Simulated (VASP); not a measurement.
Runs of VASP 6.6.1 on Al3Au. The structure is that of space group I4/mmm (No. 139), or close to it. The cells are those of the table. 

```tsv
level	potentials or basis	cell	k mesh	gap on the mesh (eV)	pressure (GPa)
PBE	VASP PAW PBE potentials, release 64 (Au, Al)	a = 4.982 Å, angles 131.5, 131.5, 71.0°, 4 atoms	8 × 8 × 8	none	-1.6
LDA	VASP PAW LDA potentials, release 64 (Au, Al)	a = 4.966 Å, angles 131.9, 131.9, 70.4°, 4 atoms	5 × 5 × 5	none	-4.9
PBE	VASP PAW PBE potentials, release 64 (Au, Al)	a = 5.033 Å, angles 130.5, 130.5, 72.6°, 4 atoms	8 × 8 × 8	none	(c)
PBEsol	VASP PAW PBE potentials, release 64 (Au, Al)	a = 4.999 Å, angles 131.9, 131.9, 70.4°, 4 atoms	9 × 9 × 9	none	(a)
PBEsol	VASP PAW PBE potentials, release 64 (Au, Al)	a = 4.899 Å, angles 131.9, 131.9, 70.4°, 4 atoms	9 × 9 × 9	none	1.4
PBE	VASP PAW PBE potentials, release 64 (Au, Al)	a = 4.949 Å, angles 132.2, 132.2, 69.9°, 4 atoms	8 × 8 × 8	none	2.2
PBEsol	VASP PAW PBE potentials, release 64 (Au, Al)	a = 4.966 Å, angles 131.9, 131.9, 70.4°, 4 atoms	9 × 9 × 9	none	(b)
PBEsol	VASP PAW PBE potentials, release 64 (Au, Al)	a = 4.933 Å, angles 131.9, 131.9, 70.4°, 4 atoms	9 × 9 × 9	none	-0.7
```

Alike in all rows: task single point; no spin polarisation; cutoff (eV) 520; smearing fermi-dirac 0.05 eV.

**Question.** Fill in the values left out.

**Answer.** (a) -4.4; (b) -2.7; (c) -5.7.

Caveats: some runs use coarse meshes; spin-orbit coupling is left out, which moves the levels of the heavy elements; the PAW data sets were made with another functional, which shifts forces and pressure a little (some runs).

A k mesh can miss the band edges, and the runs leave out spin-orbit coupling on Au.

A gap of «none» marks levels without a gap at the run's occupations.
